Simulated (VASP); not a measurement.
# RbBIr3 (Pm-3m) in VASP: single point with PBE

Aim: the single point of RbBIr3 with PBE.

All numbers are computed with VASP 6.6.1; they aren't measurements. Logs are shortened: lines on timing, memory, paths and dates and some standing lists are left out, and cuts for length are marked.

**1. The cell of the first run**

The structure is cubic, space group Pm-3m (No. 221). Conventional cell: a = 4.426 Å, b = 4.426 Å, c = 4.426 Å, α = 90.00°, β = 90.00°, γ = 90.00°. B (site symmetry m-3m) has 6 Ir at 2.21 Å within 2.9 Å. Within 2.9 Å of Ir (site symmetry 4/mmm) lie 2 B at 2.21 Å. Rb (site symmetry m-3m) has 12 Ir at 3.13 Å and 8 B at 3.83 Å within 4.1 Å.

**2. Single point, PBE**

The input, INCAR:

```
SYSTEM = RbBIr3
PREC = Accurate ; ENCUT = 520
EDIFF = 1E-6 ; ISMEAR = -1
SIGMA = 0.1115 ; LREAL = .False.
LASPH = .True. ; NELM = 60
ALGO = Normal ; ISIF = 2
LWAVE = .False. ; LCHARG = .False.
GGA = PE ; NBANDS = 28
```

The input, KPOINTS:

```
regular mesh
0
Gamma
  8 8 8
  0 0 0
```

The input, POSCAR:

```
RbBIr3
1.0
    4.4258580000      0.0000000000      0.0000000000
    0.0000000000      4.4258580000      0.0000000000
    0.0000000000      0.0000000000      4.4258580000
B Ir Rb
1 3 1
Direct
    0.5000000000      0.5000000000      0.5000000000
    0.0000000000      0.5000000000      0.5000000000
    0.5000000000      0.0000000000      0.5000000000
    0.5000000000      0.5000000000      0.0000000000
    0.0000000000      0.0000000000      0.0000000000
```

Potentials or basis: VASP PAW PBE potentials, release 64 (B, Ir, Rb_sv).

Launch:

```console
$ cat potpaw_PBE.64/B/POTCAR potpaw_PBE.64/Ir/POTCAR potpaw_PBE.64/Rb_sv/POTCAR > POTCAR
$ mpirun -np 1 vasp_std > vasp.out
```

OUTCAR:

```text
SYSTEM = RbBIr3
   PREC = Accurate
   ENCUT = 520
   EDIFF = 1E-6
   ISMEAR = -1
   LREAL = .False.
   LASPH = .True.
   NELM = 60
   ISIF = 2
   GGA = PE

 ion  position               nearest neighbor table
   1  0.500  0.500  0.500-   2 2.21   3 2.21   4 2.21   4 2.21   3 2.21   2 2.21   5 3.83   5 3.83
                             5 3.83   5 3.83   5 3.83   5 3.83   5 3.83   5 3.83
   2  0.000  0.500  0.500-   1 2.21   1 2.21   4 3.13   5 3.13   4 3.13   5 3.13   3 3.13   5 3.13
                             5 3.13   3 3.13   3 3.13   4 3.13   4 3.13   3 3.13
   3  0.500  0.000  0.500-   1 2.21   1 2.21   4 3.13   5 3.13   4 3.13   5 3.13   2 3.13   2 3.13
                             4 3.13   4 3.13   2 3.13   5 3.13   5 3.13   2 3.13
   4  0.500  0.500  0.000-   1 2.21   1 2.21   3 3.13   5 3.13   2 3.13   2 3.13   3 3.13   3 3.13
                             5 3.13   3 3.13   2 3.13   5 3.13   2 3.13   5 3.13
   5  0.000  0.000  0.000-   2 3.13   3 3.13   4 3.13   2 3.13   3 3.13   2 3.13   4 3.13   2 3.13
                             3 3.13   4 3.13   3 3.13   4 3.13   1 3.83   1 3.83   1 3.83   1 3.83

  LATTYP: Found a simple cubic cell.
 ALAT       =     4.4258580000

  Lattice vectors:

 A1 = (   4.4258580000,   0.0000000000,   0.0000000000)
 A2 = (   0.0000000000,   4.4258580000,   0.0000000000)
 A3 = (   0.0000000000,   0.0000000000,   4.4258580000)

Analysis of symmetry for initial positions (statically):
=====================================================================
 Subroutine PRICEL returns:
 Original cell was already a primitive cell.

 Routine SETGRP: Setting up the symmetry group for a
 simple cubic supercell.

 Subroutine GETGRP returns: Found 48 space group operations
 (whereof 48 operations were pure point group operations)
 out of a pool of 48 trial point group operations.

The static configuration has the point symmetry O_h .

Analysis of symmetry for dynamics (positions and initial velocities):
=====================================================================
 Subroutine PRICEL returns:
 Original cell was already a primitive cell.

 Routine SETGRP: Setting up the symmetry group for a
 simple cubic supercell.

 Subroutine GETGRP returns: Found 48 space group operations
 (whereof 48 operations were pure point group operations)
 out of a pool of 48 trial point group operations.

The dynamic configuration has the point symmetry O_h .

 Subroutine INISYM returns: Found 48 space group operations
 (whereof 48 operations are pure point group operations),
 and found     1 'primitive' translations

----------------------------------------------------------------------------------------

                                     Primitive cell

  volume of cell :      86.6947

  direct lattice vectors                    reciprocal lattice vectors
     4.425858000  0.000000000  0.000000000     0.225944890  0.000000000  0.000000000
     0.000000000  4.425858000  0.000000000     0.000000000  0.225944890  0.000000000
     0.000000000  0.000000000  4.425858000     0.000000000  0.000000000  0.225944890

  length of vectors
     4.425858000  4.425858000  4.425858000     0.225944890  0.225944890  0.225944890

  position of ions in fractional coordinates (direct lattice)
     0.500000000  0.500000000  0.500000000
     0.000000000  0.500000000  0.500000000
     0.500000000  0.000000000  0.500000000
     0.500000000  0.500000000  0.000000000
     0.000000000  0.000000000  0.000000000

  ion indices of the primitive-cell ions
   primitive index   ion index
                 1           1
                 2           2
                 3           3
                 4           4
                 5           5

----------------------------------------------------------------------------------------

 KPOINTS: regular mesh

Automatic generation of k-mesh.
 Grid dimensions read from file:
 generate k-points for:    8    8    8

 Generating k-lattice:

  Cartesian coordinates                     Fractional coordinates (reciprocal lattice)
     0.028243111  0.000000000  0.000000000     0.125000000  0.000000000  0.000000000
     0.000000000  0.028243111  0.000000000     0.000000000  0.125000000  0.000000000
     0.000000000  0.000000000  0.028243111     0.000000000  0.000000000  0.125000000

  Length of vectors
     0.028243111  0.028243111  0.028243111

  Shift w.r.t. Gamma in fractional coordinates (k-lattice)
     0.000000000  0.000000000  0.000000000

 Subroutine IBZKPT returns following result:
 ===========================================

 Found     35 irreducible k-points:

 Following reciprocal coordinates:
            Coordinates               Weight
  0.000000  0.000000  0.000000      1.000000
  0.125000  0.000000  0.000000      6.000000
  0.250000  0.000000  0.000000      6.000000
  0.375000  0.000000  0.000000      6.000000
  0.500000  0.000000  0.000000      3.000000
  0.125000  0.125000  0.000000     12.000000
[... 16 lines left out ...]
  0.375000  0.375000  0.125000     24.000000
  0.500000  0.375000  0.125000     24.000000
 [... further k-points ...]
   k-points           NKPTS =     35   k-points in BZ     NKDIM =     35   number of bands    NBANDS=     28
   number of dos      NEDOS =    301   number of ions     NIONS =      5
   total plane-waves  NPLWV =  46656
   dimension x,y,z NGX =    36 NGY =   36 NGZ =   36
   dimension x,y,z NGXF=    72 NGYF=   72 NGZF=   72
   ions per type =               1   3   1
   NGX,Y,Z   is equivalent  to a cutoff of  13.52, 13.52, 13.52 a.u.
   NGXF,Y,Z  is equivalent  to a cutoff of  27.04, 27.04, 27.04 a.u.
 SYSTEM =  RbBIr3
   PREC   = accura    normal or accurate (medium, high low for compatibility)
   ISTART =      0    job   : 0-new  1-cont  2-samecut
   ICHARG =      2    charge: 1-file 2-atom 10-const
   ISPIN  =      1    spin polarized calculation?
   LNONCOLLINEAR =      F non collinear calculations
   LSORBIT =      F    spin-orbit coupling
   LASPH  =      T    aspherical Exc in radial PAW
   ENCUT  =  520.0 eV  38.22 Ry    6.18 a.u.   8.23  8.23  8.23*2*pi/ulx,y,z
   NELM   =     60;   NELMIN=  2; NELMDL= -5     # of ELM steps
   EDIFF  = 0.1E-05   stopping-criterion for ELM
   LREAL  =      F    real-space projection
   EDIFFG = 0.1E-04   stopping-criterion for IOM
   NSW    =      0    number of steps for IOM
   IBRION =     -1    ionic relax: 0-MD 1-quasi-New 2-CG
   NFREE  =      0    steps in history (QN), initial steepest desc. (CG)
   ISIF   =      2    stress and relaxation
   ISYM   =      2    0-nonsym 1-usesym 2-fastsym
   POTIM  = 0.5000    time-step for ionic-motion
   TEBEG  =    0.0;   TEEND  =   0.0 temperature during run
   PSTRESS=    0.0 pullay stress
   NELECT =      39.0000    total number of electrons
   NUPDOWN=      -1.0000    fix difference up-down
   EMIN   =  10.00;   EMAX   =-10.00  energy-range for DOS
   EFERMI =   0.00;   METHOD = LEGACY
   ISMEAR =    -1;   SIGMA  =   0.11  broadening in eV -4-tet -1-fermi 0-gaus
   EFERMI_NEDOS =   21; number of points for ismear=-14 and -15
   IALGO  =     38    algorithm
   IMIX   =      4    mixing-type and parameters
     AMIX     =   0.40;   BMIX     =  1.00
     AMIX_MAG =   1.60;   BMIX_MAG =  1.00
  volume/ion in A,a.u.               =      17.34       117.01
  Fermi-wavevector in a.u.,A,eV,Ry     =   1.254389  2.370451 21.408654  1.573492
  Thomas-Fermi vector in A             =   2.388196
   LORBIT       =      0    0 simple, 1 ext, 2 COOP (PROOUT), +10 PAW based schemes
   GGA     = PE    functional components
   LHFCALC =     F    Hartree Fock is set to
   AEXX    =    0.0000 exact exchange contribution
   IVDW    =     0    specifies the selected vdW correction
   LEPSILON=     F    determine dielectric tensor
   LRPA    =     F    only Hartree local field effects (RPA)
 non-spin polarized calculation
  energy-cutoff  :      520.00
  volume of cell :       86.69
 maximum number of plane-waves:      2360
 NGX is ok and might be reduce to    36
   NGX = 17   NGY = 17   NGZ = 17

 number of electron      38.9999996 magnetization

 Free energy of the ion-electron system (eV)
  ---------------------------------------------------
  ext. energy  EPLUGINS =         0.00000000
  ---------------------------------------------------
  free energy    TOTEN  =       -30.21009189 eV

  energy without entropy =      -30.01409882  energy(sigma->0) =      -30.11209536

 E-fermi :   4.7195     XC(G=0): -11.6400

 val. band max:        4.7037612713   @ k =   0.2500   0.1250   0.1250
 cond. band min:       4.7326991546   @ k =   0.3750   0.2500   0.0000
 fundamental gap:      0.0289378834
 Fermi energy:         4.7195405582

 k-point     1 :       0.0000    0.0000    0.0000
  band No.  band energies     occupation
      1     -20.2460      2.00000
      2      -5.2674      2.00000
      3      -4.6057      2.00000
      4      -4.6057      2.00000
      5      -4.6057      2.00000
      6       0.7823      2.00000
[... 20 lines left out ...]
     27      13.2471      0.00000
     28      13.2508      0.00000

 k-point     2 :       0.1250    0.0000    0.0000
  band No.  band energies     occupation
      1     -20.2427      2.00000
      2      -5.2568      2.00000
      3      -4.6185      2.00000
      4      -4.6185      2.00000
      5      -4.5951      2.00000
      6       0.9395      2.00000
[... 20 lines left out ...]
     27      12.8503      0.00000
     28      13.1744      0.00000

 k-point     3 :       0.2500    0.0000    0.0000
  band No.  band energies     occupation
      1     -20.2346      2.00000
      2      -5.3231      2.00000
      3      -4.6489      2.00000
      4      -4.6489      2.00000
      5      -4.4216      2.00000
      6       1.0103      2.00000
[... 20 lines left out ...]
     27      11.9652      0.00000
     28      11.9652      0.00000

 k-point     4 :       0.3750    0.0000    0.0000
  band No.  band energies     occupation
      1     -20.2266      2.00000
      2      -5.4528      2.00000
      3      -4.6788      2.00000
      4      -4.6788      2.00000
      5      -4.0762      2.00000
      6       0.1087      2.00000
[... 578 lines left out ...]
     27      10.8631      0.00000
     28      13.2222      0.00000

 k-point    23 :       0.3750    0.3750    0.1250
  band No.  band energies     occupation
      1     -20.2137      2.00000
      2      -5.1335      2.00000
      3      -4.9960      2.00000
      4      -4.7498      2.00000
      5      -3.3735      2.00000
      6      -0.4741      2.00000
[... 20 lines left out ...]
     27      10.9544      0.00000
     28      13.3829      0.00000

 k-point    24 :       0.5000    0.3750    0.1250
  band No.  band energies     occupation
      1     -20.2118      2.00000
      2      -5.1161      2.00000
      3      -5.0125      2.00000
      4      -4.7548      2.00000
      5      -3.1854      2.00000
      6      -0.7678      2.00000
[... 20 lines left out ...]
     27      10.8861      0.00000
     28      13.7955      0.00000

 [... further k-points ...]
[... 5 lines left out ...]
  --------------------------------------------------------------------------------------
  -------------------------------------------------------------------------------------
  Total       -4.9135565     -4.9135565     -4.9135565      0.0000000      0.0000000     -0.0000000
  in kB      -90.8059093    -90.8059093    -90.8059093      0.0000000      0.0000000     -0.0000000
  external PRESSURE =     -90.8059093 kB  Pullay stress =       0.0000000 kB

 VOLUME and BASIS-vectors are now :
 -----------------------------------------------------------------------------
  energy-cutoff  :      520.00
  volume of cell :       86.69
      direct lattice vectors                 reciprocal lattice vectors
     4.425858000  0.000000000  0.000000000     0.225944890  0.000000000  0.000000000
     0.000000000  4.425858000  0.000000000     0.000000000  0.225944890  0.000000000
     0.000000000  0.000000000  4.425858000     0.000000000  0.000000000  0.225944890

 POSITION                                       TOTAL-FORCE (eV/Angst)
 -----------------------------------------------------------------------------------
      2.21293      2.21293      2.21293         0.000000      0.000000      0.000000
      0.00000      2.21293      2.21293         0.000000      0.000000      0.000000
      2.21293      0.00000      2.21293         0.000000      0.000000      0.000000
      2.21293      2.21293      0.00000         0.000000      0.000000      0.000000
      0.00000      0.00000      0.00000         0.000000      0.000000      0.000000
 -----------------------------------------------------------------------------------
    total drift:                                0.000000      0.000000      0.000000

  FREE ENERGIE OF THE ION-ELECTRON SYSTEM (eV)
  ---------------------------------------------------
  free  energy   TOTEN  =       -30.2100918902 eV

  energy  without entropy=      -30.0140988248  energy(sigma->0) =      -30.11209536
```

Run time: 31 s. Hardware: 1 thread of Intel Xeon 6975P-C (Granite Rapids), shared host; peak memory 0.25 GiB.

What came out:

* Free energy: -30.2101 eV
* Pressure: -9.1 GPa
* Band gap on the k mesh: zero (an odd number of electrons rules out a gap without spin polarisation)

Caveat: the cell stands under tension; spin-orbit coupling is left out, which moves the levels of the heavy elements.

The gap in the log of VASP goes by the Fermi energy; the results here count the filled bands.